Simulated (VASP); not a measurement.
# Hf3TiN4 (P4/mmm) in VASP: relaxation of cell and atoms with PBE

Aim: the relaxation of cell and atoms of Hf3TiN4 with PBE.

Everything below comes from runs of VASP 6.6.1. Logs are shortened: lines on timing, memory, paths and dates and some standing lists are left out, and cuts for length are marked.

### 1 The cell of the first run

It takes space group P4/mmm (No. 123, tetragonal). The conventional cell has a = 3.432 Å, b = 3.432 Å, c = 9.707 Å, α = 90.00°, β = 90.00°, γ = 90.00°. Within 3.2 Å of Hf (site symmetry 4mm) lie 6 N at 2.43 Å. Within 3.2 Å of Hf (site symmetry 4/mmm) lie 6 N at 2.43 Å. Ti (site symmetry 4/mmm) has 6 N at 2.43 Å within 3.2 Å. Within 3.2 Å of N (site symmetry 4mm) lie 5 Hf at 2.43 Å and 1 Ti at 2.43 Å. N (site symmetry 4/mmm) has 6 Hf at 2.43 Å within 3.2 Å. N (site symmetry 4/mmm) has 2 Hf at 2.43 Å and 4 Ti at 2.43 Å within 3.2 Å.

### 2 Relaxation of cell and atoms, PBE, collinear spin

Contents of INCAR:

```
SYSTEM = Hf3TiN4
PREC = Accurate ; ENCUT = 600
EDIFF = 1E-6 ; ISMEAR = 0
SIGMA = 0.1 ; LREAL = .FALSE.
LASPH = .TRUE. ; NELM = 150
ALGO = Normal ; ISIF = 3
LWAVE = .FALSE. ; LCHARG = .FALSE.
ISPIN = 2 ; MAGMOM = 0 0 0 1 0 0 0 0
LORBIT = 11 ; LMAXMIX = 4
GGA = PE ; IBRION = 2
NSW = 90 ; EDIFFG = -0.04
```

Contents of KPOINTS:

```
regular mesh
0
G
  6 6 2
  0 0 0
```

Contents of POSCAR:

```
Hf3TiN4
1.0
    3.4318316300      0.0000000000      0.0000000000
    0.0000000000      3.4318316300      0.0000000000
    0.0000000000      0.0000000000      9.7066856600
Hf Ti N
3 1 4
Direct
    0.5000000000      0.5000000000      0.2500000000
    0.0000000000      0.0000000000      0.5000000000
    0.5000000000      0.5000000000      0.7500000000
    0.0000000000      0.0000000000      0.0000000000
    0.0000000000      0.0000000000      0.2500000000
    0.5000000000      0.5000000000      0.5000000000
    0.0000000000      0.0000000000      0.7500000000
    0.5000000000      0.5000000000      0.0000000000
```

Potentials or basis: VASP PAW PBE potentials, release 64 (Hf_pv, Ti_sv, N).

Run with:

```sh
$ cat potpaw_PBE.64/Hf_pv/POTCAR potpaw_PBE.64/Ti_sv/POTCAR potpaw_PBE.64/N/POTCAR > POTCAR
$ mpirun -np 1 vasp_std > vasp.out
```

OUTCAR:

```text
SYSTEM = Hf3TiN4
   PREC = Accurate
   ENCUT = 600
   EDIFF = 1E-6
   ISMEAR = 0
   LREAL = .FALSE.
   LASPH = .TRUE.
   NELM = 150
   ISIF = 3
   ISPIN = 2
   LORBIT = 11
   GGA = PE
   IBRION = 2
   NSW = 90
   EDIFFG = -0.04

 ion  position               nearest neighbor table
   1  0.500  0.500  0.250-   6 2.43   8 2.43   5 2.43   5 2.43   5 2.43   5 2.43   2 3.43   2 3.43
                             2 3.43   2 3.43
   2  0.000  0.000  0.500-   5 2.43   7 2.43   6 2.43   6 2.43   6 2.43   6 2.43   3 3.43   3 3.43
                             1 3.43   3 3.43   1 3.43   1 3.43   3 3.43   1 3.43
   3  0.500  0.500  0.750-   6 2.43   8 2.43   7 2.43   7 2.43   7 2.43   7 2.43   2 3.43   2 3.43
                             2 3.43   2 3.43
   4  0.000  0.000  0.000-
   5  0.000  0.000  0.250-   2 2.43   1 2.43   1 2.43   1 2.43   1 2.43
   6  0.500  0.500  0.500-   1 2.43   3 2.43   2 2.43   2 2.43   2 2.43   2 2.43
   7  0.000  0.000  0.750-   2 2.43   3 2.43   3 2.43   3 2.43   3 2.43
   8  0.500  0.500  0.000-   1 2.43   3 2.43

  LATTYP: Found a simple tetragonal cell.
 ALAT       =     3.4318316300
 C/A-ratio  =     2.8284271219

  Lattice vectors:

 A1 = (   3.4318316300,   0.0000000000,   0.0000000000)
 A2 = (   0.0000000000,   3.4318316300,   0.0000000000)
 A3 = (   0.0000000000,   0.0000000000,   9.7066856600)

Analysis of symmetry for initial positions (statically):
=====================================================================
 Subroutine PRICEL returns:
 Original cell was already a primitive cell.

 Routine SETGRP: Setting up the symmetry group for a
 simple tetragonal supercell.

 Subroutine GETGRP returns: Found 16 space group operations
 (whereof 16 operations were pure point group operations)
 out of a pool of 16 trial point group operations.

The static configuration has the point symmetry D_4h.

Analysis of symmetry for dynamics (positions and initial velocities):
=====================================================================
 Subroutine PRICEL returns:
 Original cell was already a primitive cell.

 Routine SETGRP: Setting up the symmetry group for a
 simple tetragonal supercell.

 Subroutine GETGRP returns: Found 16 space group operations
 (whereof 16 operations were pure point group operations)
 out of a pool of 16 trial point group operations.

The dynamic configuration has the point symmetry D_4h.

Analysis of structural, dynamic, and magnetic symmetry:
=====================================================================
 Subroutine PRICEL returns:
 Original cell was already a primitive cell.

 Routine SETGRP: Setting up the symmetry group for a
 simple tetragonal supercell.

 Subroutine GETGRP returns: Found 16 space group operations
[... 157 lines left out ...]
  ---------------------------------------------------
  free energy    TOTEN  =       -81.15454092 eV

  energy without entropy =      -81.13317570  energy(sigma->0) =      -81.14385831

------------------------ aborting loop because EDIFF is reached ----------------------------------------

  FORCE on cell =-STRESS in cart. coord.  units (eV):
  Direction    XX          YY          ZZ          XY          YZ          ZX
  --------------------------------------------------------------------------------------
  -------------------------------------------------------------------------------------
  Total      -27.3143976    -27.3143976    -27.3727616      0.0000000      0.0000000      0.0000000
  in kB     -382.8064955   -382.8064955   -383.6244573      0.0000000      0.0000000      0.0000000
  external PRESSURE =    -383.0791495 kB  Pullay stress =       0.0000000 kB
[... 31 lines left out ...]
 number of electron      61.9999997 magnetization      -0.0001115

 number of electron      61.9999997 magnetization       0.0000044

 E-fermi :  11.9302     XC(G=0): -14.3489

 val. band max:       11.8724439886   @ k =   0.1667   0.0000   0.5000
 cond. band min:      11.9947715335   @ k =   0.1667   0.1667   0.0000
 fundamental gap:      0.1223275449
 Fermi energy:        11.9301755043

 spin component 1

 k-point     1 :       0.0000    0.0000    0.0000
  band No.  band energies     occupation
      1     -45.4343      1.00000
      2     -21.9651      1.00000
      3     -21.6324      1.00000
      4     -21.6324      1.00000
      5     -19.7969      1.00000
      6     -19.1035      1.00000
[... 1711 lines left out ...]
  FREE ENERGIE OF THE ION-ELECTRON SYSTEM (eV)
  ---------------------------------------------------
  free  energy   TOTEN  =       -84.7585071183 eV

  energy  without entropy=      -84.7439480588  energy(sigma->0) =      -84.75122759

[... ionic steps 4 to 7 ...]

--------------------------------------- Ionic step        8  -------------------------------------------

 number of electron      61.9999998 magnetization      -0.0000007

------------------------ aborting loop because EDIFF is reached ----------------------------------------
[... 83 lines left out ...]
 number of electron      61.9999999 magnetization       0.0000002

 number of electron      61.9999999 magnetization      -0.0000007

 Free energy of the ion-electron system (eV)
  ---------------------------------------------------
  ext. energy  EPLUGINS =         0.00000000
  ---------------------------------------------------
  free energy    TOTEN  =       -84.89634924 eV

  energy without entropy =      -84.87396943  energy(sigma->0) =      -84.88515934

 E-fermi :   8.7604     XC(G=0): -12.6792

 val. band max:        8.7467916964   @ k =   0.5000   0.1667   0.5000
 cond. band min:       8.7658915278   @ k =   0.1667   0.0000   0.5000
 fundamental gap:      0.0190998314
 Fermi energy:         8.7604176126

 spin component 1

 k-point     1 :       0.0000    0.0000    0.0000
  band No.  band energies     occupation
      1     -49.0688      1.00000
      2     -25.3093      1.00000
      3     -25.3093      1.00000
      4     -25.3060      1.00000
      5     -22.9846      1.00000
      6     -22.6595      1.00000
[... 1667 lines left out ...]
  FREE ENERGIE OF THE ION-ELECTRON SYSTEM (eV)
  ---------------------------------------------------
  free  energy   TOTEN  =       -84.8963492375 eV

  energy  without entropy=      -84.8739694332  energy(sigma->0) =      -84.88515934

 reached required accuracy - stopping structural energy minimisation

 total charge

# of ion       s       p       d       tot
------------------------------------------
    1        0.301   6.604   1.755   8.661
    2        0.297   6.590   1.739   8.625
    3        0.301   6.604   1.755   8.661
    4        2.152   6.158   1.943  10.253
    5        1.232   2.488   0.000   3.720
    6        1.231   2.487   0.000   3.719
    7        1.232   2.488   0.000   3.720
    8        1.234   2.462   0.000   3.696
--------------------------------------------------
tot          7.980  35.881   7.193  51.054

 magnetization (x)

# of ion       s       p       d       tot
------------------------------------------
    1       -0.000   0.000  -0.000  -0.000
    2       -0.000   0.000  -0.000  -0.000
    3       -0.000   0.000  -0.000  -0.000
    4       -0.000  -0.000  -0.000  -0.000
    5       -0.000   0.000   0.000   0.000
    6        0.000   0.000   0.000   0.000
    7       -0.000   0.000   0.000   0.000
    8       -0.000  -0.000   0.000  -0.000
--------------------------------------------------
tot         -0.000   0.000  -0.000  -0.000
```

CONTCAR:

```text
Hf3TiN4
   1.00000000000000
     3.1686216371453249    0.0000000000000000    0.0000000000000000
    -0.0000000000000000    3.1686216371453249    0.0000000000000000
    -0.0000000000000000    0.0000000000000000    8.9623620001066175
  Hf              Ti              N
     3     1     4
Direct
     0.5000000000000000    0.5000000000000000    0.2399767280108848
     0.0000000000000000    0.0000000000000000    0.5000000000000000
     0.5000000000000000    0.5000000000000000    0.7600232719891150
     0.0000000000000000    0.0000000000000000    0.0000000000000000
     0.0000000000000000    1.0000000000000000    0.2469559881435968
     0.5000000000000000    0.5000000000000000    0.5000000000000000
     0.0000000000000000    0.0000000000000000    0.7530440118564032
     0.5000000000000000    0.5000000000000000    0.0000000000000000

  0.00000000E+00  0.00000000E+00  0.00000000E+00
  0.00000000E+00  0.00000000E+00  0.00000000E+00
  0.00000000E+00  0.00000000E+00  0.00000000E+00
  0.00000000E+00  0.00000000E+00  0.00000000E+00
  0.00000000E+00  0.00000000E+00  0.00000000E+00
  0.00000000E+00  0.00000000E+00  0.00000000E+00
  0.00000000E+00  0.00000000E+00  0.00000000E+00
  0.00000000E+00  0.00000000E+00  0.00000000E+00
```

Run time: 53 min. Hardware: 1 thread of Oxide Virtual Turin-like, shared host; peak memory 0.38 GiB.

Results:

```
Free energy                                           : -84.8963 eV
Relaxed volume                                        : 11.25 Å³/atom
Relaxed cell                                          : a = 3.169 Å, b = 3.169 Å, c = 8.962 Å, α = 90.00°, β = 90.00°, γ = 90.00°
Space group after relaxing (to 0.1 Å)                 : P4/mmm (No. 123)
Pressure after relaxing                               : -0.2 GPa
Largest force after relaxing                          : 0.017 eV/Å
Band gap on the k mesh                                : zero (filled and empty bands overlap)
Net moment                                            : 0.00 μB per cell
Valence electrons inside the program's atomic spheres : Hf 8.66, 8.62 (each value once); Ti 10.25; N 3.72, 3.70 (each value once)
```

Forces on the atoms (eV/Å):
```
Hf   0.000  0.000 -0.017
Hf   0.000  0.000  0.000
Hf   0.000  0.000  0.017
Ti   0.000  0.000  0.000
N    0.000  0.000 -0.005
N    0.000  0.000  0.000
N    0.000  0.000  0.005
N    0.000  0.000  0.000
```

Stress tensor (GPa, compression positive):
```
-0.33  0.00  0.00
 0.00 -0.33  0.00
 0.00  0.00  0.06
```

Final structure:
```xyz
8
Lattice="3.1686 0.0000 0.0000 0.0000 3.1686 0.0000 0.0000 0.0000 8.9624" Properties=species:S:1:pos:R:3 pbc="T T T"
Hf    1.5843    1.5843    2.1508
Hf    0.0000    0.0000    4.4812
Hf    1.5843    1.5843    6.8116
Ti    0.0000    0.0000    0.0000
N     0.0000    3.1686    2.2133
N     1.5843    1.5843    4.4812
N     0.0000    0.0000    6.7491
N     1.5843    1.5843    0.0000
```

Caveat: the volume moved by over 15 % at a fixed basis, so the end points are rough; spin-orbit coupling is left out, which moves the levels of the heavy elements.
